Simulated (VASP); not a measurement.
# WS2 (P1) in VASP: single point with PBEsol

Aim: the single point of WS2 with PBEsol.

All numbers are computed with VASP 6.6.1; they aren't measurements. Logs are shortened: lines on timing, memory, paths and dates and some standing lists are left out, and cuts for length are marked.

## Step 1: The cell of the first run

The typed cell holds 12 atoms: a = 6.317 Å, b = 6.228 Å, c = 7.136 Å, α = 63.25°, β = 62.19°, γ = 59.52°.

## Step 2: Single point, PBEsol (atoms moved at random and the cell strained at random)

The input, INCAR:

```
ALGO     = Normal         # electronic algorithm
EDIFF    = 1E-7           # SCF threshold, eV
ENCUT    = 520            # plane-wave cutoff, eV
GGA      = PS             # functional
ISIF     = 2              # what is computed and relaxed
ISMEAR   = 0              # smearing method
LASPH    = T              # aspherical terms in the spheres
LCHARG   = F              # write CHGCAR
LREAL    = F              # projectors in reciprocal space
LUSENCCL = F            
LWAVE    = F              # write WAVECAR
NBANDS   = 64             # bands
NELM     = 60             # most SCF steps
PREC     = Accurate       # precision mode
SIGMA    = 0.05           # smearing width, eV
```

The input, KPOINTS:

```
k-points
0
Gamma
  6 6 6
```

The input, POSCAR:

```
WS2
1.0
    3.1587450407      5.4702763741     -0.0881452194
    6.2274619128      0.0519777873     -0.0345649871
    3.1624651272      1.9205987205     -6.1016460323
W S
4 8
Direct
    0.0139505079      0.0037009655     -0.0011947365
   -0.0088587402      0.5070524547     -0.0022891022
    0.5109367363      0.0036426043     -0.0063274913
    0.5008395159      0.5234555549     -0.0001207080
    0.7451118874      0.7311525582      0.7538209661
    0.7500843757      0.2399040694      0.7439449865
    0.2612913652      0.7497342306      0.7442372934
    0.2383007494      0.2484857409      0.7632733196
    0.5841475104      0.5749461138      0.2507354102
    0.5642491978      0.0865243836      0.2632204420
    0.0890758542      0.5821294555      0.2553799907
    0.0760710400      0.0744718686      0.2597196295
```

Potentials or basis: VASP PAW PBE potentials, release 64 (W_sv, S).

Launch:

```console
> cat potpaw_PBE.64/W_sv/POTCAR potpaw_PBE.64/S/POTCAR > POTCAR
> mpirun -np 1 vasp_std > vasp.out
```

OUTCAR:

```text
EDIFF = 1E-7
   ENCUT = 520
   GGA = PS
   ISIF = 2
   ISMEAR = 0
   LASPH = T
   LREAL = F
   NELM = 60
   PREC = Accurate

 ion  position               nearest neighbor table
   1  0.014  0.004  0.999-   8 2.20  12 2.33   7 2.38  11 2.39   6 2.49  10 2.51   4 3.01   2 3.06
                             3 3.12   2 3.17   3 3.20   4 3.22
   2  0.991  0.507  0.998-   8 2.29   9 2.30   5 2.35   7 2.40  12 2.44  11 2.47   4 3.04   3 3.04
                             1 3.06   1 3.17   3 3.19   4 3.28
   3  0.511  0.004  0.994-   6 2.24   5 2.39   8 2.39  10 2.40   9 2.42  12 2.45   4 3.00   2 3.04
                             1 3.12   2 3.19   1 3.20   4 3.23
   4  0.501  0.523  1.000-   5 2.14   9 2.27  11 2.33   7 2.39  10 2.47   6 2.52   3 3.00   1 3.01
                             2 3.04   1 3.22   3 3.23   2 3.28
   5  0.745  0.731  0.754-   4 2.14   2 2.35   3 2.39
   6  0.750  0.240  0.744-   3 2.24   1 2.49   4 2.52
   7  0.261  0.750  0.744-   1 2.38   4 2.39   2 2.40
   8  0.238  0.248  0.763-   1 2.20   2 2.29   3 2.39
   9  0.584  0.575  0.251-   4 2.27   2 2.30   3 2.42
  10  0.564  0.087  0.263-   3 2.40   4 2.47   1 2.51
  11  0.089  0.582  0.255-   4 2.33   1 2.39   2 2.47
  12  0.076  0.074  0.260-   1 2.33   2 2.44   3 2.45

  Warning from LATTYP: Got some problem with cell dimensions!
  Tried to take original basis but could not verify dimensions!
  LATTYP: Found a triclinic cell.
 ALAT       =    16.4081048253
 B/A-ratio  =     0.3795547879
 C/A-ratio  =     0.4255829215
 COS(alpha) =     0.0010696798
 COS(beta)  =     0.1659609274
 COS(gamma) =     0.9433504483

  Lattice vectors:

 A1 = ( -15.5236406977,   5.3143430122,   0.0155497419)
 A2 = (  -6.2274619128,  -0.0519777873,   0.0345649871)
 A3 = (  -0.0037200865,   3.5496776536,   6.0135008129)

Analysis of symmetry for initial positions (statically):
=====================================================================
 Subroutine PRICEL returns:
 Original cell was already a primitive cell.

 Routine SETGRP: Setting up the symmetry group for a
 triclinic supercell.

 Subroutine GETGRP returns: Found  1 space group operations
 (whereof  1 operations were pure point group operations)
 out of a pool of  2 trial point group operations.

The static configuration has the point symmetry C_1 .

Analysis of symmetry for dynamics (positions and initial velocities):
=====================================================================
 Subroutine PRICEL returns:
 Original cell was already a primitive cell.

 Routine SETGRP: Setting up the symmetry group for a
 triclinic supercell.

 Subroutine GETGRP returns: Found  1 space group operations
 (whereof  1 operations were pure point group operations)
 out of a pool of  2 trial point group operations.

The dynamic configuration has the point symmetry C_1 .

 Subroutine INISYM returns: Found  1 space group operations
 (whereof  1 operations are pure point group operations),
 and found     1 'primitive' translations

----------------------------------------------------------------------------------------

                                     Primitive cell

  volume of cell :     205.4285

  direct lattice vectors                    reciprocal lattice vectors
     3.158745041  5.470276374 -0.088145219    -0.001220691  0.184436259  0.057421825
     6.227461913  0.051977787 -0.034564987     0.161654318 -0.092464245  0.054680234
     3.162465127  1.920598720 -6.101646032    -0.000898115 -0.002140594 -0.165029481

  length of vectors
     6.317385806  6.227774747  7.135822968     0.193172176  0.194091945  0.165045807

  position of ions in fractional coordinates (direct lattice)
     0.013950508  0.003700966  0.998805264
     0.991141260  0.507052455  0.997710898
     0.510936736  0.003642604  0.993672509
     0.500839516  0.523455555  0.999879292
     0.745111887  0.731152558  0.753820966
     0.750084376  0.239904069  0.743944986
     0.261291365  0.749734231  0.744237293
     0.238300749  0.248485741  0.763273320
     0.584147510  0.574946114  0.250735410
     0.564249198  0.086524384  0.263220442
     0.089075854  0.582129456  0.255379991
     0.076071040  0.074471869  0.259719629

  ion indices of the primitive-cell ions
   primitive index   ion index
                 1           1
                 2           2
                 3           3
                 4           4
                 5           5
                 6           6
                 7           7
                 8           8
                 9           9
                10          10
                11          11
                12          12

----------------------------------------------------------------------------------------

 KPOINTS: k-points

Automatic generation of k-mesh.
 Grid dimensions read from file:
 generate k-points for:    6    6    6

 Generating k-lattice:

  Cartesian coordinates                     Fractional coordinates (reciprocal lattice)
    -0.000203448  0.030739376  0.009570304     0.166666667 -0.000000000 -0.000000000
     0.026942386 -0.015410707  0.009113372    -0.000000000  0.166666667 -0.000000000
    -0.000149686 -0.000356766 -0.027504914     0.000000000  0.000000000  0.166666667

  Length of vectors
     0.032195363  0.032348657  0.027507635

  Shift w.r.t. Gamma in fractional coordinates (k-lattice)
     0.000000000  0.000000000  0.000000000

 Subroutine IBZKPT returns following result:
 ===========================================

 Found    112 irreducible k-points:

 Following reciprocal coordinates:
            Coordinates               Weight
  0.000000  0.000000  0.000000      1.000000
  0.166667  0.000000  0.000000      2.000000
  0.333333  0.000000  0.000000      2.000000
  0.500000  0.000000  0.000000      1.000000
  0.000000  0.166667  0.000000      2.000000
  0.166667  0.166667  0.000000      2.000000
[... 16 lines left out ...]
  0.333333  0.000000  0.166667      2.000000
  0.500000  0.000000  0.166667      2.000000
 [... further k-points ...]
   k-points           NKPTS =    112   k-points in BZ     NKDIM =    112   number of bands    NBANDS=     64
   number of dos      NEDOS =    301   number of ions     NIONS =     12
   total plane-waves  NPLWV = 124416
   dimension x,y,z NGX =    48 NGY =   48 NGZ =   54
   dimension x,y,z NGXF=    96 NGYF=   96 NGZF=  108
   ions per type =               4   8
   NGX,Y,Z   is equivalent  to a cutoff of  12.63, 12.81, 12.58 a.u.
   NGXF,Y,Z  is equivalent  to a cutoff of  25.26, 25.63, 25.16 a.u.
 SYSTEM =  unknown system
   PREC   = accura    normal or accurate (medium, high low for compatibility)
   ISTART =      0    job   : 0-new  1-cont  2-samecut
   ICHARG =      2    charge: 1-file 2-atom 10-const
   ISPIN  =      1    spin polarized calculation?
   LNONCOLLINEAR =      F non collinear calculations
   LSORBIT =      F    spin-orbit coupling
   LASPH  =      T    aspherical Exc in radial PAW
   ENCUT  =  520.0 eV  38.22 Ry    6.18 a.u.  11.75 11.58 13.27*2*pi/ulx,y,z
   NELM   =     60;   NELMIN=  2; NELMDL= -5     # of ELM steps
   EDIFF  = 0.1E-06   stopping-criterion for ELM
   LREAL  =      F    real-space projection
   EDIFFG = 0.1E-05   stopping-criterion for IOM
   NSW    =      0    number of steps for IOM
   IBRION =     -1    ionic relax: 0-MD 1-quasi-New 2-CG
   NFREE  =      0    steps in history (QN), initial steepest desc. (CG)
   ISIF   =      2    stress and relaxation
   ISYM   =      2    0-nonsym 1-usesym 2-fastsym
   POTIM  = 0.5000    time-step for ionic-motion
   TEBEG  =    0.0;   TEEND  =   0.0 temperature during run
   PSTRESS=    0.0 pullay stress
   NELECT =     104.0000    total number of electrons
   NUPDOWN=      -1.0000    fix difference up-down
   EMIN   =  10.00;   EMAX   =-10.00  energy-range for DOS
   EFERMI =   0.00;   METHOD = LEGACY
   ISMEAR =     0;   SIGMA  =   0.05  broadening in eV -4-tet -1-fermi 0-gaus
   EFERMI_NEDOS =   21; number of points for ismear=-14 and -15
   IALGO  =     38    algorithm
   IMIX   =      4    mixing-type and parameters
     AMIX     =   0.40;   BMIX     =  1.00
     AMIX_MAG =   1.60;   BMIX_MAG =  1.00
  volume/ion in A,a.u.               =      17.12       115.52
  Fermi-wavevector in a.u.,A,eV,Ry     =   1.304765  2.465649 23.162729  1.702413
  Thomas-Fermi vector in A             =   2.435679
   LORBIT       =      0    0 simple, 1 ext, 2 COOP (PROOUT), +10 PAW based schemes
   GGA     = PS    functional components
   LHFCALC =     F    Hartree Fock is set to
   AEXX    =    0.0000 exact exchange contribution
   IVDW    =     0    specifies the selected vdW correction
   LEPSILON=     F    determine dielectric tensor
   LRPA    =     F    only Hartree local field effects (RPA)
 non-spin polarized calculation
 Gauss-broadening in eV      SIGMA  =   0.05
  energy-cutoff  :      520.00
  volume of cell :      205.43
 maximum number of plane-waves:      5560
   NGX = 23   NGY = 23   NGZ = 27

 number of electron     104.0000002 magnetization

 Free energy of the ion-electron system (eV)
  ---------------------------------------------------
  ext. energy  EPLUGINS =         0.00000000
  ---------------------------------------------------
  free energy    TOTEN  =       -99.21129073 eV

  energy without entropy =      -99.21129073  energy(sigma->0) =      -99.21129073

 E-fermi :   8.2610     XC(G=0): -11.2817

 val. band max:        7.9981854474   @ k =   0.0000   0.0000   0.5000
 cond. band min:       8.5374918903   @ k =  -0.3333   0.3333   0.0000
 fundamental gap:      0.5393064430
 Fermi energy:         8.2610050805

 k-point     1 :       0.0000    0.0000    0.0000
  band No.  band energies     occupation
      1     -66.6832      2.00000
      2     -66.6623      2.00000
      3     -66.6307      2.00000
      4     -66.6104      2.00000
      5     -31.2678      2.00000
      6     -31.2191      2.00000
[... 1597 lines left out ...]
     63      10.8687      0.00000
     64      10.9988      0.00000

 [... further k-points ...]

------------------------ aborting loop because EDIFF is reached ----------------------------------------

  FORCE on cell =-STRESS in cart. coord.  units (eV):
  Direction    XX          YY          ZZ          XY          YZ          ZX
  --------------------------------------------------------------------------------------
  -------------------------------------------------------------------------------------
  Total       12.7473330      7.7933392     16.8864093      2.2503333      7.1407870      6.4486089
  in kB       99.4189774     60.7817976    131.7004538     17.5507955     55.6924133     50.2939793
  external PRESSURE =      97.3004096 kB  Pullay stress =       0.0000000 kB

 VOLUME and BASIS-vectors are now :
 -----------------------------------------------------------------------------
  energy-cutoff  :      520.00
  volume of cell :      205.43
      direct lattice vectors                 reciprocal lattice vectors
     3.158745041  5.470276374 -0.088145219    -0.001220691  0.184436259  0.057421825
     6.227461913  0.051977787 -0.034564987     0.161654318 -0.092464245  0.054680234
     3.162465127  1.920598720 -6.101646032    -0.000898115 -0.002140594 -0.165029481

 POSITION                                       TOTAL-FORCE (eV/Angst)
 -----------------------------------------------------------------------------------
      3.22580      1.99481     -6.09571        -2.720379     -3.323687     -1.863847
      9.44364      7.36437     -6.19257         0.765801      1.924265     -1.394050
      4.77906      4.70360     -6.10820        -1.568076     -1.555398     -2.443793
      8.00391      4.68731     -6.16315        -6.353162     -0.835623     -1.595085
      9.29078      5.56176     -4.69050         3.390926      1.579163      3.928914
      6.21602      5.54446     -4.61370         2.306722      1.213770      0.898484
      7.84792      2.89769     -4.59002         0.167031     -0.314771      0.628456
      4.71399      2.78243     -4.68682         1.320810      1.758666      3.498403
      6.21857      3.70689     -1.60126         1.504022     -0.362959     -1.920609
      3.15357      3.59664     -1.65880         0.447915      0.791479      0.866900
      4.71419      1.00801     -1.58621        -0.275856     -1.217109     -0.436686
      1.52541      0.91882     -1.59400         1.014247      0.342203     -0.167088
 -----------------------------------------------------------------------------------
    total drift:                                0.000107     -0.000094     -0.000289

  FREE ENERGIE OF THE ION-ELECTRON SYSTEM (eV)
  ---------------------------------------------------
  free  energy   TOTEN  =       -99.2112907276 eV

  energy  without entropy=      -99.2112907276  energy(sigma->0) =      -99.21129073
```

Wall time 13 min (1 × NVIDIA H100 80GB with 1 thread of AMD EPYC 7R13 (Zen 3), shared host); peak memory 2 GiB.

What came out:

- Free energy: -99.2113 eV
- Pressure: 9.7 GPa
- Largest force: 6.603 eV/Å
- Band gap on the k mesh: 0.54 eV

Forces on the atoms (eV/Å):
```
W   -2.720 -3.324 -1.864
W    0.766  1.924 -1.394
W   -1.568 -1.555 -2.444
W   -6.353 -0.836 -1.595
S    3.391  1.579  3.929
S    2.307  1.214  0.898
S    0.167 -0.315  0.628
S    1.321  1.759  3.498
S    1.504 -0.363 -1.921
S    0.448  0.791  0.867
S   -0.276 -1.217 -0.437
S    1.014  0.342 -0.167
```

Levels at points of the mesh, in eV from the valence-band top:
```tsv
k point	band 49	band 50	band 51	band 52	band 53	band 54	band 55	band 56
(0.00, 0.00, 0.00)	-1.74	-1.56	-1.27	-1.10	1.50	1.83	1.95	2.03
(0.50, 0.00, 0.00)	-1.73	-1.48	-1.44	-1.33	1.11	1.42	1.60	1.76
(0.00, 0.50, 0.00)	-1.77	-1.48	-1.42	-1.12	1.19	1.31	1.42	1.79
(0.50, 0.50, 0.00)	-2.17	-1.91	-1.57	-1.19	1.05	1.58	1.74	1.88
(0.00, 0.00, 0.50)	-1.81	-1.54	-1.34	0.00	1.60	1.75	2.02	2.07
(0.50, 0.00, 0.50)	-1.69	-1.68	-1.51	-1.28	1.07	1.23	1.54	1.84
(0.00, 0.50, 0.50)	-1.74	-1.55	-1.46	-1.09	0.98	1.23	1.63	1.78
(0.50, 0.50, 0.50)	-2.17	-1.84	-1.52	-1.15	1.12	1.57	1.68	1.85
```

Caveat: the cell differs from its parent crystal (atoms moved at random and the cell strained at random); the stress differs along the axes, from 6 to 13 GPa; the PAW data sets were made with another functional, which shifts forces and pressure a little; spin-orbit coupling is left out, which moves the levels of the heavy elements. A k mesh can miss the band edges.
